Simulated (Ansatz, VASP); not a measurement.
# One calculation of MgGaC4N4, two programs

The input INCAR:

```
SYSTEM = MgGaC4N4
PREC = Accurate
ENCUT = 520
EDIFF = 1E-6
ISMEAR = 0
SIGMA = 0.2
LREAL = .FALSE.
LASPH = .TRUE.
NELM = 100
ALGO = Fast
ISIF = 2
LWAVE = .FALSE.
LCHARG = .TRUE.
GGA = PE
LELF = .TRUE.
LVHAR = .TRUE.
NBANDS = 36
```

KPOINTS

```
Automatic mesh
0
G
  4 4 4
  0 0 0
```

Contents of POSCAR:

```
MgGaC4N4
1.0
    3.7096880185     -4.0315590616      0.0000000000
    3.7096880185      4.0315590616      0.0000000000
    0.0000000000      0.0000000000      7.4883731217
Mg Ga C N
1 1 4 4
Direct
    0.5000000000      0.5000000000      0.5000000000
    0.0000000000      0.0000000000      0.0000000000
    0.8070636283      0.8070636283      0.8076531655
    0.1929363717      0.1929363717      0.1923468345
    0.8070636283      0.8070636283      0.1923468345
    0.1929363717      0.1929363717      0.8076531655
    0.6973701702      0.6973701702      0.6954666309
    0.3026298298      0.3026298298      0.3045333691
    0.6973701702      0.6973701702      0.3045333691
    0.3026298298      0.3026298298      0.6954666309
```

Input for Ansatz:

```yaml
crystal:
  lattice:
    - [3.7096880185, -4.0315590616, 0.0]
    - [3.7096880185, 4.0315590616, 0.0]
    - [0.0, 0.0, 7.4883731217]
  atoms:
    - { symbol: Mg, position: [0.5, 0.5, 0.5] }
    - { symbol: Ga, position: [0.0, 0.0, 0.0] }
    - { symbol: C, position: [0.8070636283, 0.8070636283, 0.8076531655] }
    - { symbol: C, position: [0.1929363717, 0.1929363717, 0.1923468345] }
    - { symbol: C, position: [0.8070636283, 0.8070636283, 0.1923468345] }
    - { symbol: C, position: [0.1929363717, 0.1929363717, 0.8076531655] }
    - { symbol: "N", position: [0.6973701702, 0.6973701702, 0.6954666309] }
    - { symbol: "N", position: [0.3026298298, 0.3026298298, 0.3045333691] }
    - { symbol: "N", position: [0.6973701702, 0.6973701702, 0.3045333691] }
    - { symbol: "N", position: [0.3026298298, 0.3026298298, 0.6954666309] }
basis:
  ecutwfc: 420
kpoints:
  mp_grid: { grid: [4, 4, 4] }
hamiltonian:
  xc: pbe
scf:
  occupations: { method: gaussian, width: 0.2 }
  lower_state_search: "off"
output:
  forces: true
  stress: true
  eigenvalues: true
```

Alike in both runs: task single point; functional PBE; k mesh 4 × 4 × 4; occupations gaussian, width 0.2 eV; no spin polarisation.

|  | VASP | Ansatz |
| --- | --- | --- |
| version | VASP 6.6.1 | Ansatz 0.2.0 |
| potentials or method | VASP PAW PBE potentials, release 64 (Mg, Ga_d, C, N), cutoff 520 eV | scalar-relativistic, plane waves, PAW |
| valence electrons in the cell | 51 | 59 |

|  | VASP | Ansatz | Ansatz less VASP |
| --- | --- | --- | --- |
| gap on the k mesh at the Fermi level (eV) | none | none | - |
| pressure (GPa) | 0.3 | 0.0 | -0.30 |
| traceless stress, the component that is largest in VASP (GPa) | -0.34 | 0.01 | +0.356 |
| rms of the force components (eV/Å) | 0.206 | 0.003 | -0.2034 |

Atom by atom the forces differ by 0.209 eV/Å (rms over components). A gap of «none» marks a metal or a gap that the smearing closes. One of these differences is far larger than is usual between the two programs; its cause wasn't traced. VASP's potentials hold 51 valence electrons a cell and Ansatz's 59, so a difference there can come from the potentials and not from the codes.

Noted on VASP's run: the standard files for N, O and F lose accuracy on very short bonds.
